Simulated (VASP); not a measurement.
# BeH2F4 (P4/mmm) in VASP: single point with PBE

Aim: the single point of BeH2F4 with PBE.

Everything below comes from runs of VASP 6.6.1. Logs are shortened: lines on timing, memory, paths and dates and some standing lists are left out, and cuts for length are marked.

## (1) The cell of the first run

Symmetry: P4/mmm, No. 123, tetragonal system. The conventional cell has a = 4.998 Å, b = 4.998 Å, c = 3.111 Å, α = 90.00°, β = 90.00°, γ = 90.00°. Be (site symmetry 4/mmm) has 4 F at 1.55 Å within 2.1 Å. H (site symmetry mmm) has 8 F at 2.36 Å and 4 Be at 2.94 Å and 2 H at 3.11 Å within 3.2 Å. F (site symmetry m2m) has 1 Be at 1.55 Å within 2.1 Å.

The cell was built from a structure type or drawn by symmetry, and may not be a known phase.

## (2) Single point, PBE

The input, INCAR:

```
PREC = Accurate
ENCUT = 520
EDIFF = 1E-6
ISMEAR = 0
SIGMA = 0.1
LREAL = False
LASPH = True
NELM = 80
ALGO = Normal
ISIF = 2
LWAVE = False
LCHARG = False
GGA = PE
NBANDS = 25
```

The input, KPOINTS:

```
regular mesh
0
Gamma
  4 4 6
```

The input, POSCAR:

```
BeH2F4
1.0
    4.9979153100      0.0000000000      0.0000000000
    0.0000000000      4.9979153100      0.0000000000
    0.0000000000      0.0000000000      3.1105358900
Be H F
1 2 4
Direct
    0.0000000000      0.0000000000      0.0000000000
    0.0000000000      0.5000000000      0.5000000000
    0.5000000000      0.0000000000      0.5000000000
    0.2186566600      0.2186566600      0.0000000000
    0.7813433400      0.7813433400      0.0000000000
    0.2186566600      0.7813433400      0.0000000000
    0.7813433400      0.2186566600      0.0000000000
```

Potentials or basis: VASP PAW PBE potentials, release 64 (Be, H, F).

Launch:

```bash
> cat potpaw_PBE.64/Be/POTCAR potpaw_PBE.64/H/POTCAR potpaw_PBE.64/F/POTCAR > POTCAR
> mpirun -np 1 vasp_std > vasp.out
```

OUTCAR:

```text
PREC = Accurate
   ENCUT = 520
   EDIFF = 1E-6
   ISMEAR = 0
   LREAL = False
   LASPH = True
   NELM = 80
   ISIF = 2
   GGA = PE

 ion  position               nearest neighbor table
   1  0.000  0.000  0.000-   4 1.55   5 1.55   6 1.55   7 1.55
   2  0.000  0.500  0.500-
   3  0.500  0.000  0.500-
   4  0.219  0.219  0.000-   1 1.55
   5  0.781  0.781  0.000-   1 1.55
   6  0.219  0.781  0.000-   1 1.55
   7  0.781  0.219  0.000-   1 1.55

  LATTYP: Found a simple tetragonal cell.
 ALAT       =     4.9979153100
 C/A-ratio  =     0.6223666663

  Lattice vectors:

 A1 = (   4.9979153100,   0.0000000000,   0.0000000000)
 A2 = (   0.0000000000,   4.9979153100,   0.0000000000)
 A3 = (   0.0000000000,   0.0000000000,   3.1105358900)

Analysis of symmetry for initial positions (statically):
=====================================================================
 Subroutine PRICEL returns:
 Original cell was already a primitive cell.

 Routine SETGRP: Setting up the symmetry group for a
 simple tetragonal supercell.

 Subroutine GETGRP returns: Found 16 space group operations
 (whereof 16 operations were pure point group operations)
 out of a pool of 16 trial point group operations.

The static configuration has the point symmetry D_4h.

Analysis of symmetry for dynamics (positions and initial velocities):
=====================================================================
 Subroutine PRICEL returns:
 Original cell was already a primitive cell.

 Routine SETGRP: Setting up the symmetry group for a
 simple tetragonal supercell.

 Subroutine GETGRP returns: Found 16 space group operations
 (whereof 16 operations were pure point group operations)
 out of a pool of 16 trial point group operations.

The dynamic configuration has the point symmetry D_4h.

 Subroutine INISYM returns: Found 16 space group operations
 (whereof 16 operations are pure point group operations),
 and found     1 'primitive' translations

----------------------------------------------------------------------------------------

                                     Primitive cell

  volume of cell :      77.6986

  direct lattice vectors                    reciprocal lattice vectors
     4.997915310  0.000000000  0.000000000     0.200083422  0.000000000  0.000000000
     0.000000000  4.997915310  0.000000000     0.000000000  0.200083422  0.000000000
     0.000000000  0.000000000  3.110535890     0.000000000  0.000000000  0.321488012

  length of vectors
     4.997915310  4.997915310  3.110535890     0.200083422  0.200083422  0.321488012

  position of ions in fractional coordinates (direct lattice)
     0.000000000  0.000000000  0.000000000
     0.000000000  0.500000000  0.500000000
     0.500000000  0.000000000  0.500000000
     0.218656660  0.218656660  0.000000000
     0.781343340  0.781343340  0.000000000
     0.218656660  0.781343340  0.000000000
     0.781343340  0.218656660  0.000000000

  ion indices of the primitive-cell ions
   primitive index   ion index
                 1           1
                 2           2
                 3           3
                 4           4
                 5           5
                 6           6
                 7           7

----------------------------------------------------------------------------------------

 KPOINTS: regular mesh

Automatic generation of k-mesh.
 Grid dimensions read from file:
 generate k-points for:    4    4    6

 Generating k-lattice:

  Cartesian coordinates                     Fractional coordinates (reciprocal lattice)
     0.050020856  0.000000000  0.000000000     0.250000000  0.000000000  0.000000000
     0.000000000  0.050020856  0.000000000     0.000000000  0.250000000  0.000000000
     0.000000000  0.000000000  0.053581335     0.000000000  0.000000000  0.166666667

  Length of vectors
     0.050020856  0.050020856  0.053581335

  Shift w.r.t. Gamma in fractional coordinates (k-lattice)
     0.000000000  0.000000000  0.000000000

 Subroutine IBZKPT returns following result:
 ===========================================

 Found     24 irreducible k-points:

 Following reciprocal coordinates:
            Coordinates               Weight
  0.000000  0.000000  0.000000      1.000000
  0.250000  0.000000  0.000000      4.000000
  0.500000  0.000000  0.000000      2.000000
  0.250000  0.250000  0.000000      4.000000
  0.500000  0.250000  0.000000      4.000000
  0.500000  0.500000  0.000000      1.000000
[... 16 lines left out ...]
  0.500000  0.250000  0.500000      4.000000
  0.500000  0.500000  0.500000      1.000000
   k-points           NKPTS =     24   k-points in BZ     NKDIM =     24   number of bands    NBANDS=     25
   number of dos      NEDOS =    301   number of ions     NIONS =      7
   total plane-waves  NPLWV =  38400
   dimension x,y,z NGX =    40 NGY =   40 NGZ =   24
   dimension x,y,z NGXF=    80 NGYF=   80 NGZF=   48
   ions per type =               1   2   4
   NGX,Y,Z   is equivalent  to a cutoff of  13.31, 13.31, 12.83 a.u.
   NGXF,Y,Z  is equivalent  to a cutoff of  26.61, 26.61, 25.65 a.u.
 SYSTEM =  unknown system
   PREC   = accura    normal or accurate (medium, high low for compatibility)
   ISTART =      0    job   : 0-new  1-cont  2-samecut
   ICHARG =      2    charge: 1-file 2-atom 10-const
   ISPIN  =      1    spin polarized calculation?
   LNONCOLLINEAR =      F non collinear calculations
   LSORBIT =      F    spin-orbit coupling
   LASPH  =      T    aspherical Exc in radial PAW
   ENCUT  =  520.0 eV  38.22 Ry    6.18 a.u.   9.29  9.29  5.78*2*pi/ulx,y,z
   NELM   =     80;   NELMIN=  2; NELMDL= -5     # of ELM steps
   EDIFF  = 0.1E-05   stopping-criterion for ELM
   LREAL  =      F    real-space projection
   EDIFFG = 0.1E-04   stopping-criterion for IOM
   NSW    =      0    number of steps for IOM
   IBRION =     -1    ionic relax: 0-MD 1-quasi-New 2-CG
   NFREE  =      0    steps in history (QN), initial steepest desc. (CG)
   ISIF   =      2    stress and relaxation
   ISYM   =      2    0-nonsym 1-usesym 2-fastsym
   POTIM  = 0.5000    time-step for ionic-motion
   TEBEG  =    0.0;   TEEND  =   0.0 temperature during run
   PSTRESS=    0.0 pullay stress
   NELECT =      32.0000    total number of electrons
   NUPDOWN=      -1.0000    fix difference up-down
   EMIN   =  10.00;   EMAX   =-10.00  energy-range for DOS
   EFERMI =   0.00;   METHOD = LEGACY
   ISMEAR =     0;   SIGMA  =   0.10  broadening in eV -4-tet -1-fermi 0-gaus
   EFERMI_NEDOS =   21; number of points for ismear=-14 and -15
   IALGO  =     38    algorithm
   IMIX   =      4    mixing-type and parameters
     AMIX     =   0.40;   BMIX     =  1.00
     AMIX_MAG =   1.60;   BMIX_MAG =  1.00
  volume/ion in A,a.u.               =      11.10        74.91
  Fermi-wavevector in a.u.,A,eV,Ry     =   1.218018  2.301721 20.185177  1.483569
  Thomas-Fermi vector in A             =   2.353319
   LORBIT       =      0    0 simple, 1 ext, 2 COOP (PROOUT), +10 PAW based schemes
   GGA     = PE    functional components
   LHFCALC =     F    Hartree Fock is set to
   AEXX    =    0.0000 exact exchange contribution
   IVDW    =     0    specifies the selected vdW correction
   LEPSILON=     F    determine dielectric tensor
   LRPA    =     F    only Hartree local field effects (RPA)
 non-spin polarized calculation
 Gauss-broadening in eV      SIGMA  =   0.10
  energy-cutoff  :      520.00
  volume of cell :       77.70
 maximum number of plane-waves:      2116
 NGX is ok and might be reduce to    40
   NGX = 19   NGY = 19   NGZ = 11

 number of electron      32.0000016 magnetization

 Free energy of the ion-electron system (eV)
  ---------------------------------------------------
  ext. energy  EPLUGINS =         0.00000000
  ---------------------------------------------------
  free energy    TOTEN  =       -22.75363808 eV

  energy without entropy =      -22.74818792  energy(sigma->0) =      -22.75091300

 E-fermi :  -2.6708     XC(G=0):  -8.2382

 val. band max:       -2.6986673753   @ k =   0.0000   0.0000   0.5000
 cond. band min:      -2.5942648481   @ k =   0.2500   0.0000   0.0000
 fundamental gap:      0.1044025272
 Fermi energy:        -2.6707769269

 k-point     1 :       0.0000    0.0000    0.0000
  band No.  band energies     occupation
      1     -24.6043      2.00000
      2     -23.8054      2.00000
      3     -23.8054      2.00000
      4     -22.8201      2.00000
      5      -7.5097      2.00000
      6      -7.3769      2.00000
[... 17 lines left out ...]
     24      13.5460      0.00000
     25      13.5460      0.00000

 k-point     2 :       0.2500    0.0000    0.0000
  band No.  band energies     occupation
      1     -24.5621      2.00000
      2     -23.8569      2.00000
      3     -23.7743      2.00000
      4     -22.8594      2.00000
      5      -7.3603      2.00000
      6      -7.1046      2.00000
[... 17 lines left out ...]
     24      12.1859      0.00000
     25      14.3681      0.00000

 k-point     3 :       0.5000    0.0000    0.0000
  band No.  band energies     occupation
      1     -24.5128      2.00000
      2     -23.9157      2.00000
      3     -23.7407      2.00000
      4     -22.9018      2.00000
      5      -7.2369      2.00000
      6      -6.8916      2.00000
[... 552 lines left out ...]
 k-point    23 :       0.5000    0.2500    0.5000
  band No.  band energies     occupation
      1     -24.3484      2.00000
      2     -23.7780      2.00000
      3     -23.6964      2.00000
      4     -22.8677      2.00000
      5      -6.9090      2.00000
      6      -6.5884      2.00000
[... 17 lines left out ...]
     24      13.1184      0.00000
     25      13.6416      0.00000

 k-point    24 :       0.5000    0.5000    0.5000
  band No.  band energies     occupation
      1     -24.3075      2.00000
      2     -23.7448      2.00000
      3     -23.7448      2.00000
      4     -22.9095      2.00000
      5      -6.5587      2.00000
      6      -6.3801      2.00000
[... 17 lines left out ...]
     24      13.3767      0.00000
     25      13.3875      0.00000

------------------------ aborting loop because EDIFF is reached ----------------------------------------

  FORCE on cell =-STRESS in cart. coord.  units (eV):
  Direction    XX          YY          ZZ          XY          YZ          ZX
  --------------------------------------------------------------------------------------
  -------------------------------------------------------------------------------------
  Total        3.1027616      3.1027616     -7.3336293      0.0000000     -0.0000000      0.0000000
  in kB       63.9802576     63.9802576   -151.2225420      0.0000000     -0.0000000      0.0000000
  external PRESSURE =      -7.7540089 kB  Pullay stress =       0.0000000 kB

 VOLUME and BASIS-vectors are now :
 -----------------------------------------------------------------------------
  energy-cutoff  :      520.00
  volume of cell :       77.70
      direct lattice vectors                 reciprocal lattice vectors
     4.997915310  0.000000000  0.000000000     0.200083422  0.000000000  0.000000000
     0.000000000  4.997915310  0.000000000     0.000000000  0.200083422  0.000000000
     0.000000000  0.000000000  3.110535890     0.000000000  0.000000000  0.321488012

 POSITION                                       TOTAL-FORCE (eV/Angst)
 -----------------------------------------------------------------------------------
      0.00000      0.00000      0.00000         0.000000      0.000000      0.000000
      0.00000      2.49896      1.55527         0.000000      0.000000      0.000000
      2.49896      0.00000      1.55527         0.000000      0.000000      0.000000
      1.09283      1.09283      0.00000         1.353198      1.353198     -0.000000
      3.90509      3.90509      0.00000        -1.353198     -1.353198      0.000000
      1.09283      3.90509      0.00000         1.353198     -1.353198      0.000000
      3.90509      1.09283      0.00000        -1.353198      1.353198     -0.000000
 -----------------------------------------------------------------------------------
    total drift:                               -0.000000      0.000000     -0.000000

  FREE ENERGIE OF THE ION-ELECTRON SYSTEM (eV)
  ---------------------------------------------------
  free  energy   TOTEN  =       -22.7536380772 eV

  energy  without entropy=      -22.7481879175  energy(sigma->0) =      -22.75091300
```

Wall time 66 s (1 thread of Intel Xeon 8259CL, shared host); peak memory 0.2 GiB.

What came out:

| Quantity | Value |
| --- | --- |
| Free energy | -22.7536 eV |
| Pressure | -0.8 GPa |
| Largest force | 1.914 eV/Å |
| Band gap on the k mesh | zero (bands 16 and 17 overlap by 0.04 eV) |

Forces in eV/Å, atoms in the order of the input:
```
Be   0.000  0.000  0.000
H    0.000  0.000  0.000
H    0.000  0.000  0.000
F    1.353  1.353  0.000
F   -1.353 -1.353  0.000
F    1.353 -1.353  0.000
F   -1.353  1.353  0.000
```

Levels at points of the mesh, in eV from the Fermi level:
```
           k point  band 14  band 15  band 16  band 17  band 18  band 19
(0.00, 0.00, 0.00)    -0.97    -0.86    -0.67    -0.07     1.55     8.68
(0.50, 0.00, 0.00)    -1.17    -0.91    -0.30     0.54     1.20     8.19
(0.50, 0.50, 0.00)    -1.73    -1.25    -0.73     1.28     1.28     7.41
(0.00, 0.00, 0.50)    -0.88    -0.82    -0.03     0.09     1.54     7.42
(0.50, 0.00, 0.50)    -1.25    -0.82    -0.24     0.87     1.15     7.47
(0.50, 0.50, 0.50)    -1.67    -1.62    -0.62     1.18     1.18     7.48
```

Caveat: forces of over 1 eV/Å act on the atoms, so gaps and moduli don't describe the material at rest.
